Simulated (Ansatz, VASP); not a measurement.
## One calculation of KI, two programs

The input POSCAR:

```
KI
1.0
    5.8051200980      0.0000000000      0.0000000000
   -2.9025600490      5.2303178079      0.0000000000
    0.0000000000      0.0000000000      7.0391247712
K I
2 2
Direct
    0.3361449467      0.6722898935     -0.0625000000
    0.6638550533      0.3277101065      0.4375000000
    0.3368607010      0.6737214021      0.4375000000
    0.6631392990      0.3262785979      0.9375000000
```

INCAR.step1

```
  ALGO = Normal
  EDIFF = 1E-4
  ENCUT = 520
  GGA = PE
  ISMEAR = 0
  LASPH = T
  LCHARG = F
  LREAL = F
  LWAVE = T
  NBANDS = 24
  NELM = 60
  PREC = Accurate
  SIGMA = 0.01
```

The input INCAR.step2:

```
  ALGO = Normal
  EDIFF = 1E-6
  ENCUT = 520
  ISIF = 2
  ISMEAR = 0
  ISTART = 1
  LASPH = T
  LCHARG = F
  LMIXTAU = T
  LREAL = F
  LWAVE = F
  METAGGA = R2SCAN
  NBANDS = 24
  NELM = 60
  PREC = Accurate
  SIGMA = 0.01
```

The input KPOINTS:

```
k-points
0
Gamma
  6 6 4
```

Input for Ansatz:

```yaml
crystal:
  lattice:
    - [5.805120098, 0.0, 0.0]
    - [-2.902560049, 5.2303178079, 0.0]
    - [0.0, 0.0, 7.0391247712]
  atoms:
    - { symbol: K, position: [0.3361449467, 0.6722898935, -0.0625] }
    - { symbol: K, position: [0.6638550533, 0.3277101065, 0.4375] }
    - { symbol: I, position: [0.336860701, 0.6737214021, 0.4375] }
    - { symbol: I, position: [0.663139299, 0.3262785979, 0.9375] }
kpoints:
  mp_grid: { grid: [6, 6, 4] }
  band_path:
    path:
      - [0.0, 0.0, 0.0]
      - [0.5, 0.0, 0.0]
      - [0.3333333333, 0.3333333333, 0.0]
      - [0.0, 0.0, 0.5]
      - [0.5, 0.0, 0.5]
      - [0.3333333333, 0.3333333333, 0.5]
    npoints: 1
hamiltonian:
  xc: r2scan
scf:
  occupations: { method: fixed }
  n_extra_bands: 5
output:
  forces: true
  stress: true
  eigenvalues: true
```

Change from the starting cell: uniaxial_x strain -3.9%.

Alike in both runs: task single point; functional r2SCAN; k mesh 6 × 6 × 4; no spin polarisation.

```csv
,VASP,Ansatz
version,VASP 6.6.1,Ansatz 0.2.0
potentials or method,"VASP PAW PBE potentials, release 64 (K_sv, I)","plane waves, PAW"
plane-wave cutoff (eV),520,500
occupations,"gaussian, width 0.01 eV",fixed
valence electrons in the cell,32,52
```

```csv
,VASP,Ansatz,Ansatz less VASP
gap on the k mesh at the Fermi level (eV),4.38,4.39,+0.003
pressure (GPa),0.4,0.4,0.00
"traceless stress, the component that is largest in VASP (GPa)",-0.26,-0.26,+0.001
```

VASP's potentials were made for PBE, not for r2SCAN. VASP's potentials hold 32 valence electrons a cell and Ansatz's 52, so a difference there can come from the potentials and not from the codes.

Neither program's run includes spin-orbit coupling.
